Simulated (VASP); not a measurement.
# Mg3SiO (Pm-3m) in VASP: further runs, part 2 of 2

VASP 6.6.1. Earlier steps stand in the parts before.

**4. Relaxation of cell and atoms, r2SCAN**

The input, POSCAR:

```
Mg3SiO
1.0
    4.2206344812      0.0000000000      0.0000000000
    0.0000000000      4.2206344812      0.0000000000
    0.0000000000      0.0000000000      4.2206344812
Si O Mg
1 1 3
Direct
    0.0000000000      0.0000000000      0.0000000000
    0.5000000000      0.5000000000      0.5000000000
    0.5000000000      0.5000000000      0.0000000000
    0.5000000000      0.0000000000      0.5000000000
    0.0000000000      0.5000000000      0.5000000000
```

The input, INCAR.step1:

```
SYSTEM = Mg3SiO
ALGO     = Normal         ! electronic algorithm
EDIFF    = 1E-4           ! SCF threshold, eV
ENCUT    = 600            ! plane-wave cutoff, eV
GGA      = PE             ! functional
ISMEAR   = -1             ! smearing method
LASPH    = .True.         ! aspherical terms in the spheres
LCHARG   = .False.        ! write CHGCAR
LREAL    = .False.        ! projectors in reciprocal space
LWAVE    = .True.         ! write WAVECAR
NELM     = 100            ! most SCF steps
PREC     = Accurate       ! precision mode
SIGMA    = 0.02           ! smearing width, eV
```

The input, INCAR.step2:

```
SYSTEM = Mg3SiO
ALGO     = Normal         ! electronic algorithm
EDIFF    = 1E-7           ! SCF threshold, eV
EDIFFG   = -0.005         ! ionic threshold
ENCUT    = 600            ! plane-wave cutoff, eV
IBRION   = 2              ! ionic algorithm
ISIF     = 3              ! what is computed and relaxed
ISMEAR   = -1             ! smearing method
ISTART   = 1            
LASPH    = .True.         ! aspherical terms in the spheres
LCHARG   = .False.        ! write CHGCAR
LMIXTAU  = .True.       
LREAL    = .False.        ! projectors in reciprocal space
LWAVE    = .False.        ! write WAVECAR
METAGGA  = R2SCAN         ! meta-GGA
NELM     = 100            ! most SCF steps
NSW      = 80             ! ionic steps
PREC     = Accurate       ! precision mode
SIGMA    = 0.02           ! smearing width, eV
```

The input, KPOINTS:

```
k-points
0
Gamma
  6 6 6
  0 0 0
```

Potentials or basis: VASP PAW PBE potentials, release 64 (Si, O, Mg).

Command:

```sh
$ cat potpaw_PBE.64/Si/POTCAR potpaw_PBE.64/O/POTCAR potpaw_PBE.64/Mg/POTCAR > POTCAR
$ cp INCAR.step1 INCAR
$ mpirun -np 1 vasp_std > vasp.out
$ cp INCAR.step2 INCAR
$ mpirun -np 1 vasp_std > vasp.out
```

Run time: 98 s. Hardware: 1 thread of Intel Xeon 6975P-C (Granite Rapids), shared host; peak memory 0.24 GiB.

The run converged. Its results:

```yaml
Free_energy: -32.8222 eV
Relaxed_volume: 14.55 Å³/atom
Relaxed_cell: a = 4.174 Å, b = 4.174 Å, c = 4.174 Å, α = 90.00°, β = 90.00°, γ = 90.00°
Space_group_after_relaxing_to_0.1_Å: Pm-3m (No. 221)
Energy_gained_by_relaxing: 4.5 meV/atom
Ionic_steps: 3
Pressure_after_relaxing: 0.0 GPa
Band_gap_on_the_k_mesh: 0.24 eV
```

Step by step:
| step | energy change (eV) | largest force (eV/Å) | pressure (GPa) | volume (Å³) |
| --- | --- | --- | --- | --- |
| 1 | 0.0000 | 0.0000 | -2.83 | 75.19 |
| 2 | -0.0217 | 0.0000 | 0.51 | 72.34 |
| 3 | -0.0224 | 0.0000 | 0.01 | 72.73 |

Final structure:
```
Si O Mg
1.0
     4.17415    0.00000    0.00000
     0.00000    4.17415    0.00000
     0.00000    0.00000    4.17415
Si O Mg
1 1 3
Direct
  0.00000 0.00000 0.00000
  0.50000 0.50000 0.50000
  0.50000 0.50000 0.00000
  0.50000 0.00000 0.50000
  0.00000 0.50000 0.50000
```

Levels at points of the mesh, in eV from the valence-band top:
| k point | band 4 | band 5 | band 6 | band 7 | band 8 | band 9 | band 10 | band 11 | band 12 |
| --- | --- | --- | --- | --- | --- | --- | --- | --- | --- |
| (0.00, 0.00, 0.00) | -6.63 | -6.63 | -0.45 | -0.45 | -0.45 | 0.85 | 0.85 | 2.64 | 6.21 |
| (0.50, 0.00, 0.00) | -6.48 | -5.70 | -4.95 | -0.67 | -0.67 | 1.87 | 3.73 | 4.41 | 4.41 |
| (0.50, 0.50, 0.00) | -7.58 | -6.40 | -2.84 | -2.84 | 0.00 | 0.24 | 2.88 | 3.35 | 3.35 |
| (0.50, 0.50, 0.50) | -7.11 | -6.71 | -3.67 | -3.67 | -3.67 | 2.11 | 2.11 | 2.11 | 5.29 |

Caveat: the PAW data sets were made with another functional, which shifts forces and pressure a little. A k mesh can miss the band edges.

**5. Single point, HSE06**

This run uses another cell than the first one, of 14.65 Å³/atom.

Edit POSCAR of step 4 so:

```diff
@@ -2,5 +2,5 @@
 1.0
-    4.2206344812      0.0000000000      0.0000000000
-    0.0000000000      4.2206344812      0.0000000000
-    0.0000000000      0.0000000000      4.2206344812
+    4.1836345404      0.0000000000      0.0000000000
+    0.0000000000      4.1836345404      0.0000000000
+    0.0000000000      0.0000000000      4.1836345404
 Si O Mg
```

The input, INCAR.step1:

```
SYSTEM = Mg3SiO
  ALGO = Normal
  EDIFF = 1E-5
  ENCUT = 520
  GGA = PE
  ISIF = 2
  ISMEAR = -1
  LASPH = .True.
  LREAL = .False.
  LWAVE = .True.
  NBANDS = 16
  NELM = 60
  PREC = Accurate
  SIGMA = 0.02
```

The input, INCAR.step2:

```
SYSTEM = Mg3SiO
  ALGO = Normal
  EDIFF = 1E-6
  ENCUT = 520
  GGA = PE
  HFSCREEN = 0.2079
  ISIF = 2
  ISMEAR = -1
  ISTART = 1
  LASPH = .True.
  LCHARG = .True.
  LELF = .True.
  LHFCALC = .True.
  LREAL = .False.
  LVHAR = .True.
  LWAVE = .False.
  NBANDS = 16
  NELM = 60
  PREC = Accurate
  PRECFOCK = Fast
  SIGMA = 0.02
```

The input, KPOINTS:

```
k-points
0
Gamma
  4 4 4
  0 0 0
```

Potentials or basis: VASP PAW PBE potentials, release 64 (Si, O, Mg).

Command:

```sh
$ cat potpaw_PBE.64/Si/POTCAR potpaw_PBE.64/O/POTCAR potpaw_PBE.64/Mg/POTCAR > POTCAR
$ cp INCAR.step1 INCAR
$ mpirun -np 1 vasp_std > vasp.out
$ cp INCAR.step2 INCAR
$ mpirun -np 1 vasp_std > vasp.out
```

OUTCAR:

```text
SYSTEM = Mg3SiO
   EDIFF = 1E-6
   ENCUT = 520
   GGA = PE
   HFSCREEN = 0.2079
   ISIF = 2
   ISMEAR = -1
   ISTART = 1
   LASPH = .True.
   LHFCALC = .True.
   LREAL = .False.
   NELM = 60
   PREC = Accurate
   PRECFOCK = Fast

 ion  position               nearest neighbor table
   1  0.000  0.000  0.000-   3 2.96   4 2.96   5 2.96   4 2.96   5 2.96   3 2.96   5 2.96   5 2.96
                             3 2.96   4 2.96   4 2.96   3 2.96
   2  0.500  0.500  0.500-   3 2.09   4 2.09   5 2.09   3 2.09   4 2.09   5 2.09
   3  0.500  0.500  0.000-   2 2.09   2 2.09   4 2.96   5 2.96   1 2.96   4 2.96   5 2.96   1 2.96
                             4 2.96   4 2.96   1 2.96   5 2.96   5 2.96   1 2.96
   4  0.500  0.000  0.500-   2 2.09   2 2.09   3 2.96   5 2.96   1 2.96   3 2.96   1 2.96   3 2.96
                             5 2.96   3 2.96   1 2.96   5 2.96   1 2.96   5 2.96
   5  0.000  0.500  0.500-   2 2.09   2 2.09   3 2.96   4 2.96   1 2.96   3 2.96   1 2.96   4 2.96
                             1 2.96   1 2.96   3 2.96   4 2.96   3 2.96   4 2.96

  LATTYP: Found a simple cubic cell.
 ALAT       =     4.1836345404

  Lattice vectors:

 A1 = (   4.1836345404,   0.0000000000,   0.0000000000)
 A2 = (   0.0000000000,   4.1836345404,   0.0000000000)
 A3 = (   0.0000000000,   0.0000000000,   4.1836345404)

Analysis of symmetry for initial positions (statically):
=====================================================================
 Subroutine PRICEL returns:
 Original cell was already a primitive cell.

 Routine SETGRP: Setting up the symmetry group for a
 simple cubic supercell.

 Subroutine GETGRP returns: Found 48 space group operations
 (whereof 48 operations were pure point group operations)
 out of a pool of 48 trial point group operations.

The static configuration has the point symmetry O_h .

Analysis of symmetry for dynamics (positions and initial velocities):
=====================================================================
 Subroutine PRICEL returns:
 Original cell was already a primitive cell.

 Routine SETGRP: Setting up the symmetry group for a
 simple cubic supercell.

 Subroutine GETGRP returns: Found 48 space group operations
 (whereof 48 operations were pure point group operations)
 out of a pool of 48 trial point group operations.

The dynamic configuration has the point symmetry O_h .

 Subroutine INISYM returns: Found 48 space group operations
 (whereof 48 operations are pure point group operations),
 and found     1 'primitive' translations

----------------------------------------------------------------------------------------

                                     Primitive cell

  volume of cell :      73.2253

  direct lattice vectors                    reciprocal lattice vectors
     4.183634540  0.000000000  0.000000000     0.239026614  0.000000000  0.000000000
     0.000000000  4.183634540  0.000000000     0.000000000  0.239026614  0.000000000
     0.000000000  0.000000000  4.183634540     0.000000000  0.000000000  0.239026614

  length of vectors
     4.183634540  4.183634540  4.183634540     0.239026614  0.239026614  0.239026614

  position of ions in fractional coordinates (direct lattice)
     0.000000000  0.000000000  0.000000000
     0.500000000  0.500000000  0.500000000
[... 51 lines left out ...]
   number of dos      NEDOS =    301   number of ions     NIONS =      5
   total plane-waves  NPLWV =  32768
   dimension x,y,z NGX =    32 NGY =   32 NGZ =   32
   dimension x,y,z NGXF=    64 NGYF=   64 NGZF=   64
   ions per type =               1   1   3
   NGX,Y,Z   is equivalent  to a cutoff of  12.72, 12.72, 12.72 a.u.
   NGXF,Y,Z  is equivalent  to a cutoff of  25.43, 25.43, 25.43 a.u.
 SYSTEM =  Mg3SiO
   PREC   = accura    normal or accurate (medium, high low for compatibility)
   ISTART =      1    job   : 0-new  1-cont  2-samecut
   ICHARG =      0    charge: 1-file 2-atom 10-const
   ISPIN  =      1    spin polarized calculation?
   LNONCOLLINEAR =      F non collinear calculations
   LSORBIT =      F    spin-orbit coupling
   LASPH  =      T    aspherical Exc in radial PAW
   ENCUT  =  520.0 eV  38.22 Ry    6.18 a.u.   7.78  7.78  7.78*2*pi/ulx,y,z
   NELM   =     60;   NELMIN=  2; NELMDL=  0     # of ELM steps
   EDIFF  = 0.1E-05   stopping-criterion for ELM
   LREAL  =      F    real-space projection
   EDIFFG = 0.1E-04   stopping-criterion for IOM
   NSW    =      0    number of steps for IOM
   IBRION =     -1    ionic relax: 0-MD 1-quasi-New 2-CG
   NFREE  =      0    steps in history (QN), initial steepest desc. (CG)
   ISIF   =      2    stress and relaxation
   ISYM   =      3    0-nonsym 1-usesym 2-fastsym
   POTIM  = 0.5000    time-step for ionic-motion
   TEBEG  =    0.0;   TEEND  =   0.0 temperature during run
   PSTRESS=    0.0 pullay stress
   NELECT =      16.0000    total number of electrons
   NUPDOWN=      -1.0000    fix difference up-down
   EMIN   =  10.00;   EMAX   =-10.00  energy-range for DOS
   EFERMI =   0.00;   METHOD = LEGACY
   ISMEAR =    -1;   SIGMA  =   0.02  broadening in eV -4-tet -1-fermi 0-gaus
   EFERMI_NEDOS =   21; number of points for ismear=-14 and -15
   IALGO  =     38    algorithm
   IMIX   =      1    mixing-type and parameters
     AMIX     =   0.40;   BMIX     =  1.00
     AMIX_MAG =   1.60;   BMIX_MAG =  1.00
  volume/ion in A,a.u.               =      14.65        98.83
  Fermi-wavevector in a.u.,A,eV,Ry     =   0.986040  1.863345 13.228596  0.972274
  Thomas-Fermi vector in A             =   2.117391
   LORBIT       =      0    0 simple, 1 ext, 2 COOP (PROOUT), +10 PAW based schemes
   GGA     = PE    functional components
   LHFCALC =     T    Hartree Fock is set to
   PRECFOCK=fast      Normal, Fast or Accurate (Low or Medium for compatibility)
   ENCUT4O =  -1.0   cutoff for four orbital integrals eV
   NKREDX  =     1    reduce k-point grid by
   NKREDY  =     1    reduce k-point grid by
   NKREDZ  =     1    reduce k-point grid by
   AEXX    =    0.2500 exact exchange contribution
   HFSCREEN=    0.2079 screening length (either q_TF or 0.3 A-1)
   HFSCREENC=   0.2079 screening length for correlation (either q_TF or 0.3 A-1)
   ENCUTFOCK=  -1.0 apply spherical cutoff to Coloumb kernel
   IVDW    =     0    specifies the selected vdW correction
   LEPSILON=     F    determine dielectric tensor
   LRPA    =     F    only Hartree local field effects (RPA)
 non-spin polarized calculation
  energy-cutoff  :      520.00
  volume of cell :       73.23
 maximum number of plane-waves:      2000
 NGX is ok and might be reduce to    32
  NGX = 18; NGY = 18; NGZ = 18

 number of electron      16.0000000 magnetization

 Free energy of the ion-electron system (eV)
  ---------------------------------------------------
  ext. energy  EPLUGINS =         0.00000000
  ---------------------------------------------------
  free energy    TOTEN  =       -23.00185002 eV

  energy without entropy =      -23.00173783  energy(sigma->0) =      -23.00179392

 E-fermi :   5.4980     XC(G=0):  -8.2189

 val. band max:        5.3909552600   @ k =   0.5000   0.5000   0.0000
 cond. band min:       5.6051167613   @ k =   0.5000   0.5000   0.0000
 fundamental gap:      0.2141615014
 Fermi energy:         5.4980360107

 k-point     1 :       0.0000    0.0000    0.0000
  band No.  band energies     occupation
      1     -17.3696      2.00000
      2      -4.6844      2.00000
      3      -1.9409      2.00000
      4      -1.9409      2.00000
      5      -1.9409      2.00000
      6       4.7816      2.00000
[... 167 lines left out ...]
      3      -2.4490      2.00000
      4      -2.4490      2.00000
      5      -1.8950      2.00000
      6       1.4776      2.00000
[... 8 lines left out ...]
     15      15.9068      0.00000
     16      17.5401      0.00000

------------------------ aborting loop because EDIFF is reached ----------------------------------------

  FORCE on cell =-STRESS in cart. coord.  units (eV):
  Direction    XX          YY          ZZ          XY          YZ          ZX
  --------------------------------------------------------------------------------------
  -------------------------------------------------------------------------------------
  Total        0.0501761      0.0501761      0.0501761      0.0000000     -0.0000000     -0.0000000
  in kB        1.0978580      1.0978580      1.0978580      0.0000000     -0.0000000     -0.0000000
  external PRESSURE =       1.0978580 kB  Pullay stress =       0.0000000 kB

 VOLUME and BASIS-vectors are now :
 -----------------------------------------------------------------------------
  energy-cutoff  :      520.00
  volume of cell :       73.23
      direct lattice vectors                 reciprocal lattice vectors
     4.183634540  0.000000000  0.000000000     0.239026614  0.000000000  0.000000000
     0.000000000  4.183634540  0.000000000     0.000000000  0.239026614  0.000000000
     0.000000000  0.000000000  4.183634540     0.000000000  0.000000000  0.239026614

 POSITION                                       TOTAL-FORCE (eV/Angst)
 -----------------------------------------------------------------------------------
      0.00000      0.00000      0.00000         0.000000      0.000000      0.000000
      2.09182      2.09182      2.09182         0.000000      0.000000      0.000000
      2.09182      2.09182      0.00000         0.000000      0.000000      0.000000
      2.09182      0.00000      2.09182         0.000000      0.000000      0.000000
      0.00000      2.09182      2.09182         0.000000      0.000000      0.000000
 -----------------------------------------------------------------------------------
    total drift:                                0.000006     -0.000013     -0.000029

  FREE ENERGIE OF THE ION-ELECTRON SYSTEM (eV)
  ---------------------------------------------------
  free  energy   TOTEN  =       -23.0018500185 eV

  energy  without entropy=      -23.0017378258  energy(sigma->0) =      -23.00179392
```

Run time: 2.4 min. Hardware: 1 thread of Intel Xeon 6975P-C (Granite Rapids), shared host; peak memory 0.29 GiB.

Results:

* Free energy: -23.0019 eV
* Pressure: 0.1 GPa
* Band gap on the k mesh: 0.21 eV

Caveat: the PAW data sets were made with another functional, which shifts forces and pressure a little.

**6. Overview**

```tsv
task	level	potentials or basis	cell	k mesh	cutoff (eV)	grid for exact exchange (PRECFOCK)	share of exact exchange	screening parameter	gap on the mesh (eV)	pressure (GPa)	relaxed volume (Å³/atom)
relaxation of cell and atoms	PBEsol	VASP PAW PBE potentials, release 64 (Si, O, Mg)	relaxed from a = 4.221 Å, 5 atoms	6 × 6 × 6	600	-	-	-	0.11	0.0	14.65
relaxation of cell and atoms	LDA	VASP PAW LDA potentials, release 64 (Si, O, Mg)	relaxed from a = 4.221 Å, 5 atoms	6 × 6 × 6	600	-	-	-	0.17	0.0	14.05
relaxation of cell and atoms	r2SCAN	VASP PAW PBE potentials, release 64 (Si, O, Mg)	relaxed from a = 4.221 Å, 5 atoms	6 × 6 × 6	600	-	-	-	0.24	0.0	14.55
single point	HSE06	VASP PAW PBE potentials, release 64 (Si, O, Mg)	a = 4.184 Å, 5 atoms	4 × 4 × 4	520	Fast	0.25	0.2079 1/Å	0.21	0.1	-
```

Alike in all rows: no spin polarisation; smearing fermi-dirac 0.02 eV.

Caveats: the PAW data sets were made with another functional, which shifts forces and pressure a little (at least some runs).

Total energies depend on the potentials used, so only differences within one code and one set of settings carry meaning.
